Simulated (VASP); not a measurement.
# Na (P6/mmm) in VASP: further runs

Na is run at these levels: PBE; tasks: single point.

All numbers are computed with VASP 6.6.1; they aren't measurements. Logs are shortened: lines on timing, memory, paths and dates and some standing lists are left out, and cuts for length are marked.

**1. The cell of the first run**

The structure is hexagonal, space group P6/mmm (No. 191). Conventional cell: a = 5.536 Å, b = 5.536 Å, c = 3.301 Å, α = 90.00°, β = 90.00°, γ = 120.00°. Na (site symmetry 6/mmm) has 14 Na at 3.30 to 3.60 Å within 4.3 Å. Within 4.2 Å of Na (site symmetry -6m2) lie 11 Na at 3.20 to 3.60 Å.

This isn't the form of Na at room conditions, which is bcc.

**2. Single point, PBE**

Contents of INCAR:

```
SYSTEM = Na
ALGO = Normal ; EDIFF = 1E-7
ENCUT = 520 ; GGA = PE
ISIF = 2 ; ISMEAR = -1
LASPH = .TRUE. ; LCHARG = .FALSE.
LREAL = .FALSE. ; LWAVE = .FALSE.
NBANDS = 18 ; NELM = 80
PREC = Accurate ; SIGMA = 0.08
```

Contents of KPOINTS:

```
k-points
0
G
  7 7 9
  0 0 0
```

Contents of POSCAR:

```
Na
1.0
    5.5356031000      0.0000000000      0.0000000000
   -2.7678015500      4.7939729099      0.0000000000
    0.0000000000      0.0000000000      3.3007334395
Na
3
Direct
    0.0000000000      0.0000000000      0.0000000000
    0.3333333333      0.6666666667      0.5000000000
    0.6666666667      0.3333333333      0.5000000000
```

Potentials or basis: VASP PAW PBE potentials, release 64 (Na_pv).

Run with:

```sh
cat potpaw_PBE.64/Na_pv/POTCAR > POTCAR
mpirun -np 1 vasp_std > vasp.out
```

OUTCAR:

```text
SYSTEM = Na
   EDIFF = 1E-7
   ENCUT = 520
   GGA = PE
   ISIF = 2
   ISMEAR = -1
   LASPH = .TRUE.
   LREAL = .FALSE.
   NELM = 80
   PREC = Accurate

 ion  position               nearest neighbor table
   1  0.000  0.000  0.000-
   2  0.333  0.667  0.500-
   3  0.667  0.333  0.500-

  LATTYP: Found a hexagonal cell.
 ALAT       =     5.5356031000
 C/A-ratio  =     0.5962735008

  Lattice vectors:

 A1 = (   5.5356031000,   0.0000000000,   0.0000000000)
 A2 = (  -2.7678015500,   4.7939729099,   0.0000000000)
 A3 = (   0.0000000000,   0.0000000000,   3.3007334395)

Analysis of symmetry for initial positions (statically):
=====================================================================
 Subroutine PRICEL returns:
 Original cell was already a primitive cell.

 Routine SETGRP: Setting up the symmetry group for a
 hexagonal supercell.

 Subroutine GETGRP returns: Found 24 space group operations
 (whereof 24 operations were pure point group operations)
 out of a pool of 24 trial point group operations.

The static configuration has the point symmetry D_6h.

Analysis of symmetry for dynamics (positions and initial velocities):
=====================================================================
 Subroutine PRICEL returns:
 Original cell was already a primitive cell.

 Routine SETGRP: Setting up the symmetry group for a
 hexagonal supercell.

 Subroutine GETGRP returns: Found 24 space group operations
 (whereof 24 operations were pure point group operations)
 out of a pool of 24 trial point group operations.

The dynamic configuration has the point symmetry D_6h.

 Subroutine INISYM returns: Found 24 space group operations
 (whereof 24 operations are pure point group operations),
 and found     1 'primitive' translations

----------------------------------------------------------------------------------------

                                     Primitive cell

  volume of cell :      87.5933

  direct lattice vectors                    reciprocal lattice vectors
     5.535603100  0.000000000  0.000000000     0.180648790  0.104297627  0.000000000
    -2.767801550  4.793972910  0.000000000     0.000000000  0.208595255  0.000000000
     0.000000000  0.000000000  3.300733440     0.000000000  0.000000000  0.302962968

  length of vectors
     5.535603100  5.535603100  3.300733440     0.208595255  0.208595255  0.302962968

  position of ions in fractional coordinates (direct lattice)
     0.000000000  0.000000000  0.000000000
     0.333333333  0.666666667  0.500000000
     0.666666667  0.333333333  0.500000000

  ion indices of the primitive-cell ions
   primitive index   ion index
                 1           1
                 2           2
                 3           3

----------------------------------------------------------------------------------------

 KPOINTS: k-points

Automatic generation of k-mesh.
 Grid dimensions read from file:
 generate k-points for:    7    7    9

 Generating k-lattice:

  Cartesian coordinates                     Fractional coordinates (reciprocal lattice)
     0.025806970  0.014899661  0.000000000     0.142857143  0.000000000  0.000000000
     0.000000000  0.029799322  0.000000000     0.000000000  0.142857143  0.000000000
     0.000000000  0.000000000  0.033662552     0.000000000  0.000000000  0.111111111

  Length of vectors
     0.029799322  0.029799322  0.033662552

  Shift w.r.t. Gamma in fractional coordinates (k-lattice)
     0.000000000  0.000000000  0.000000000

 Subroutine IBZKPT returns following result:
 ===========================================

 Found     40 irreducible k-points:

 Following reciprocal coordinates:
            Coordinates               Weight
  0.000000  0.000000  0.000000      1.000000
  0.142857 -0.000000  0.000000      6.000000
  0.285714  0.000000  0.000000      6.000000
  0.428571 -0.000000  0.000000      6.000000
  0.142857  0.142857  0.000000      6.000000
  0.285714  0.142857  0.000000     12.000000
[... 16 lines left out ...]
  0.428571  0.142857  0.222222     12.000000
  0.285714  0.285714  0.222222     12.000000
 [... further k-points ...]
   k-points           NKPTS =     40   k-points in BZ     NKDIM =     40   number of bands    NBANDS=     18
   number of dos      NEDOS =    301   number of ions     NIONS =      3
   total plane-waves  NPLWV =  49392
   dimension x,y,z NGX =    42 NGY =   42 NGZ =   28
   dimension x,y,z NGXF=    84 NGYF=   84 NGZF=   56
   ions per type =               3
   NGX,Y,Z   is equivalent  to a cutoff of  12.61, 12.61, 14.10 a.u.
   NGXF,Y,Z  is equivalent  to a cutoff of  25.23, 25.23, 28.21 a.u.
 SYSTEM =  Na
   PREC   = accura    normal or accurate (medium, high low for compatibility)
   ISTART =      0    job   : 0-new  1-cont  2-samecut
   ICHARG =      2    charge: 1-file 2-atom 10-const
   ISPIN  =      1    spin polarized calculation?
   LNONCOLLINEAR =      F non collinear calculations
   LSORBIT =      F    spin-orbit coupling
   LASPH  =      T    aspherical Exc in radial PAW
   ENCUT  =  520.0 eV  38.22 Ry    6.18 a.u.  10.29 10.29  6.14*2*pi/ulx,y,z
   NELM   =     80;   NELMIN=  2; NELMDL= -5     # of ELM steps
   EDIFF  = 0.1E-06   stopping-criterion for ELM
   LREAL  =      F    real-space projection
   EDIFFG = 0.1E-05   stopping-criterion for IOM
   NSW    =      0    number of steps for IOM
   IBRION =     -1    ionic relax: 0-MD 1-quasi-New 2-CG
   NFREE  =      0    steps in history (QN), initial steepest desc. (CG)
   ISIF   =      2    stress and relaxation
   ISYM   =      2    0-nonsym 1-usesym 2-fastsym
   POTIM  = 0.5000    time-step for ionic-motion
   TEBEG  =    0.0;   TEEND  =   0.0 temperature during run
   PSTRESS=    0.0 pullay stress
   NELECT =      21.0000    total number of electrons
   NUPDOWN=      -1.0000    fix difference up-down
   EMIN   =  10.00;   EMAX   =-10.00  energy-range for DOS
   EFERMI =   0.00;   METHOD = LEGACY
   ISMEAR =    -1;   SIGMA  =   0.08  broadening in eV -4-tet -1-fermi 0-gaus
   EFERMI_NEDOS =   21; number of points for ismear=-14 and -15
   IALGO  =     38    algorithm
   IMIX   =      4    mixing-type and parameters
     AMIX     =   0.40;   BMIX     =  1.00
     AMIX_MAG =   1.60;   BMIX_MAG =  1.00
  volume/ion in A,a.u.               =      29.20       197.04
  Fermi-wavevector in a.u.,A,eV,Ry     =   1.017008  1.921866 14.072571  1.034305
  Thomas-Fermi vector in A             =   2.150384
   LORBIT       =      0    0 simple, 1 ext, 2 COOP (PROOUT), +10 PAW based schemes
   GGA     = PE    functional components
   LHFCALC =     F    Hartree Fock is set to
   AEXX    =    0.0000 exact exchange contribution
   IVDW    =     0    specifies the selected vdW correction
   LEPSILON=     F    determine dielectric tensor
   LRPA    =     F    only Hartree local field effects (RPA)
 non-spin polarized calculation
  energy-cutoff  :      520.00
  volume of cell :       87.59
 maximum number of plane-waves:      2394
 NGX is ok and might be reduce to    42
   NGX = 21   NGY = 21   NGZ = 13

 number of electron      21.0000017 magnetization

 Free energy of the ion-electron system (eV)
  ---------------------------------------------------
  ext. energy  EPLUGINS =         0.00000000
  ---------------------------------------------------
  free energy    TOTEN  =        -3.73913350 eV

  energy without entropy =       -3.71495426  energy(sigma->0) =       -3.72704388

 E-fermi :   1.1353     XC(G=0):  -7.1598

 val. band max:        1.0633574110   @ k =   0.4286   0.1429   0.1111
 cond. band min:       1.1894879722   @ k =   0.2857   0.1429   0.1111
 fundamental gap:      0.1261305611
 Fermi energy:         1.1353222490

 k-point     1 :       0.0000    0.0000    0.0000
  band No.  band energies     occupation
      1     -23.7765      2.00000
      2     -23.7765      2.00000
      3     -23.7219      2.00000
      4     -23.7219      2.00000
      5     -23.7116      2.00000
      6     -23.6992      2.00000
[... 10 lines left out ...]
     17      10.7758      0.00000
     18      10.9673      0.00000

 k-point     2 :       0.1429   -0.0000    0.0000
  band No.  band energies     occupation
      1     -23.7783      2.00000
      2     -23.7751      2.00000
      3     -23.7225      2.00000
      4     -23.7201      2.00000
      5     -23.7110      2.00000
      6     -23.6997      2.00000
[... 10 lines left out ...]
     17      10.8785      0.00000
     18      11.0688      0.00000

 k-point     3 :       0.2857    0.0000    0.0000
  band No.  band energies     occupation
      1     -23.7819      2.00000
      2     -23.7705      2.00000
      3     -23.7262      2.00000
      4     -23.7164      2.00000
      5     -23.7094      2.00000
      6     -23.7011      2.00000
[... 10 lines left out ...]
     17      10.6133      0.00000
     18      11.0024      0.00000

 k-point     4 :       0.4286   -0.0000    0.0000
  band No.  band energies     occupation
      1     -23.7846      2.00000
      2     -23.7640      2.00000
      3     -23.7325      2.00000
      4     -23.7136      2.00000
      5     -23.7075      2.00000
      6     -23.7029      2.00000
[... 10 lines left out ...]
     17       9.5973      0.00000
     18       9.8726      0.00000

 k-point     5 :       0.1429    0.1429    0.0000
  band No.  band energies     occupation
      1     -23.7808      2.00000
      2     -23.7721      2.00000
      3     -23.7253      2.00000
      4     -23.7171      2.00000
      5     -23.7099      2.00000
      6     -23.7007      2.00000
[... 10 lines left out ...]
     17      10.7351      0.00000
     18      11.0841      0.00000

 k-point     6 :       0.2857    0.1429    0.0000
  band No.  band energies     occupation
      1     -23.7835      2.00000
      2     -23.7656      2.00000
      3     -23.7322      2.00000
      4     -23.7136      2.00000
      5     -23.7081      2.00000
      6     -23.7024      2.00000
[... 10 lines left out ...]
     17       8.9585      0.00000
     18      11.1569      0.00000

 k-point     7 :       0.4286    0.1429    0.0000
  band No.  band energies     occupation
      1     -23.7846      2.00000
      2     -23.7604      2.00000
      3     -23.7378      2.00000
      4     -23.7122      2.00000
      5     -23.7068      2.00000
      6     -23.7036      2.00000
[... 10 lines left out ...]
     17       9.7461      0.00000
     18      10.5806      0.00000

 k-point     8 :       0.2857    0.2857    0.0000
  band No.  band energies     occupation
      1     -23.7843      2.00000
      2     -23.7569      2.00000
      3     -23.7429      2.00000
      4     -23.7112      2.00000
      5     -23.7063      2.00000
      6     -23.7041      2.00000
[... 10 lines left out ...]
     17      10.2941      0.00000
     18      11.2607      0.00000
[... 229 lines left out ...]
     17       8.4533      0.00000
     18       8.9645      0.00000

 k-point    20 :       0.4286   -0.0000    0.2222
  band No.  band energies     occupation
      1     -23.7798      2.00000
      2     -23.7614      2.00000
      3     -23.7359      2.00000
      4     -23.7293      2.00000
      5     -23.7288      2.00000
      6     -23.7112      2.00000
[... 10 lines left out ...]
     17       8.8173      0.00000
     18       9.2182      0.00000

 k-point    21 :       0.1429    0.1429    0.2222
  band No.  band energies     occupation
      1     -23.7769      2.00000
      2     -23.7681      2.00000
      3     -23.7376      2.00000
      4     -23.7263      2.00000
      5     -23.7229      2.00000
      6     -23.7140      2.00000
[... 10 lines left out ...]
     17       8.1669      0.00000
     18       9.1685      0.00000

 k-point    22 :       0.2857    0.1429    0.2222
  band No.  band energies     occupation
      1     -23.7796      2.00000
      2     -23.7617      2.00000
      3     -23.7361      2.00000
      4     -23.7295      2.00000
      5     -23.7283      2.00000
      6     -23.7110      2.00000
[... 10 lines left out ...]
     17       8.5752      0.00000
     18       9.3383      0.00000

 k-point    23 :       0.4286    0.1429    0.2222
  band No.  band energies     occupation
      1     -23.7808      2.00000
      2     -23.7572      2.00000
      3     -23.7364      2.00000
      4     -23.7325      2.00000
      5     -23.7298      2.00000
      6     -23.7098      2.00000
[... 10 lines left out ...]
     17       7.9337      0.00000
     18       8.8425      0.00000

 k-point    24 :       0.2857    0.2857    0.2222
  band No.  band energies     occupation
      1     -23.7814      2.00000
      2     -23.7528      2.00000
      3     -23.7400      2.00000
      4     -23.7331      2.00000
      5     -23.7305      2.00000
      6     -23.7089      2.00000
[... 10 lines left out ...]
     17       7.8985      0.00000
     18       8.2750      0.00000

 [... further k-points ...]

------------------------ aborting loop because EDIFF is reached ----------------------------------------

  FORCE on cell =-STRESS in cart. coord.  units (eV):
  Direction    XX          YY          ZZ          XY          YZ          ZX
  --------------------------------------------------------------------------------------
  -------------------------------------------------------------------------------------
  Total        1.5876698      1.5876698      1.5897202      0.0000000      0.0000000     -0.0000000
  in kB       29.0402133     29.0402133     29.0777171      0.0000000      0.0000000     -0.0000000
  external PRESSURE =      29.0527146 kB  Pullay stress =       0.0000000 kB

 VOLUME and BASIS-vectors are now :
 -----------------------------------------------------------------------------
  energy-cutoff  :      520.00
  volume of cell :       87.59
      direct lattice vectors                 reciprocal lattice vectors
     5.535603100  0.000000000  0.000000000     0.180648790  0.104297627  0.000000000
    -2.767801550  4.793972910  0.000000000     0.000000000  0.208595255  0.000000000
     0.000000000  0.000000000  3.300733440     0.000000000  0.000000000  0.302962968

 POSITION                                       TOTAL-FORCE (eV/Angst)
 -----------------------------------------------------------------------------------
      0.00000      0.00000      0.00000         0.000000      0.000000      0.000000
     -0.00000      3.19598      1.65037        -0.000000     -0.000000      0.000000
      2.76780      1.59799      1.65037         0.000000      0.000000      0.000000
 -----------------------------------------------------------------------------------
    total drift:                                0.000000      0.000000     -0.000000

  FREE ENERGIE OF THE ION-ELECTRON SYSTEM (eV)
  ---------------------------------------------------
  free  energy   TOTEN  =        -3.7391334980 eV

  energy  without entropy=       -3.7149542630  energy(sigma->0) =       -3.72704388
```

It took 25 s on 1 thread of AMD EPYC 9R45 (Zen 5), shared host; peak memory 0.19 GiB.

Results:

```yaml
Free_energy: -3.7391 eV
Pressure: 2.9 GPa
Band_gap_on_the_k_mesh: zero (an odd number of electrons rules out a gap without spin polarisation)
```

**3. Single point, PBE**

Contents of INCAR:

```
  PREC = Accurate
  ENCUT = 520
  EDIFF = 1E-6
  ISMEAR = -1
  SIGMA = 0.08
  LREAL = False
  LASPH = True
  NELM = 100
  ALGO = Normal
  ISIF = 2
  LWAVE = False
  LCHARG = False
  GGA = PE
  NBANDS = 18
```

Contents of KPOINTS:

```
regular mesh
0
Gamma
  7 7 9
```

POSCAR is that of step 2.

Potentials or basis: VASP PAW PBE potentials, release 64 (Na_pv).

Run with:

```sh
cat potpaw_PBE.64/Na_pv/POTCAR > POTCAR
mpirun -np 1 vasp_std > vasp.out
```

Run time: 22 s. Hardware: 1 thread of AMD EPYC 9R45 (Zen 5), shared host; peak memory 0.19 GiB.

The run converged. Its results:

```yaml
Free_energy: -3.7391 eV
Pressure: 2.9 GPa
Band_gap_on_the_k_mesh: zero (an odd number of electrons rules out a gap without spin polarisation)
```

Levels at points of the mesh, in eV from the Fermi level:
| k point | band 7 | band 8 | band 9 | band 10 | band 11 | band 12 | band 13 | band 14 |
| --- | --- | --- | --- | --- | --- | --- | --- | --- |
| (0.00, 0.00, 0.00) | -24.74 | -24.74 | -24.72 | -3.84 | 2.18 | 2.18 | 2.18 | 2.18 |
